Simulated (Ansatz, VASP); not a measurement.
**One calculation of LiCl, two programs**

```
Li Cl
1.0
     0.03847    2.56476    2.56476
     2.60323    0.00000    2.60323
     2.56476    2.56476    0.03847
Li Cl
1 1
Cartesian
  0.0000 0.0000 0.0000
  2.6032 2.5648 2.6032
```

Change from the starting cell: strain +0.0300 x Voigt [0, 0, 0, 0, 1, 0], atoms carried along.

Alike in both runs: task single point; functional r2SCAN; k mesh 8 × 8 × 8; occupations gaussian, width 0.05 eV; no spin polarisation.

```csv
,VASP,Ansatz
version,VASP 6.6.1,Ansatz 0.2.0
potentials or method,"VASP PAW PBE potentials, release 64 (Li_sv, Cl), cutoff 520 eV","scalar-relativistic, plane waves, PAW"
valence electrons in the cell,10,10
```

```tsv
	VASP	Ansatz	Ansatz less VASP
gap on the k mesh at the Fermi level (eV)	7.20	7.13	-0.069
least direct gap on the mesh (eV)	7.20	7.13	-0.069
```

VASP's potentials were made for PBE, not for r2SCAN.

Noted on VASP's run: the cutoff is short for stress, so the pressure is rough.
